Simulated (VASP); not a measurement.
TiCo:

```xyz
2
Lattice="3.0254 0.0000 0.0000 0.0000 3.0254 0.0000 0.0000 0.0000 3.0254" Properties=species:S:1:pos:R:3 pbc="T T T"
Co    1.5127    1.5127    1.5127
Ti    0.0000    0.0000    0.0000
```

Base run:

```yaml
Program: VASP 6.6.1
Functional: LDA
Potentials_or_basis: VASP PAW LDA potentials, release 64 (Co, Ti_sv)
Cutoff: 520 eV
k_mesh: 9 × 9 × 9
Occupations: fermi-dirac, width 0.05 eV
Spin: collinear spin, ferromagnetic start
Starting_moments: "[2.0, 1.0] μB"
```

Its results: pressure -19.9 GPa; net moment 0.47 μB per cell; site moments Co +0.51; Ti -0.02 μB.

Q: The run is repeated on the same cell with these changes: functional from LDA to PBEsol; potentials or basis from VASP PAW LDA potentials, release 64 (Co, Ti_sv) to VASP PAW PBE potentials, release 64 (Co, Ti_sv). What comes out?

A: Pressure -13.8 GPa; net moment 0.76 μB per cell; site moments Co +0.86; Ti -0.04 μB.

Caveats: the PAW data sets were made with another functional, which shifts forces and pressure a little (some runs).
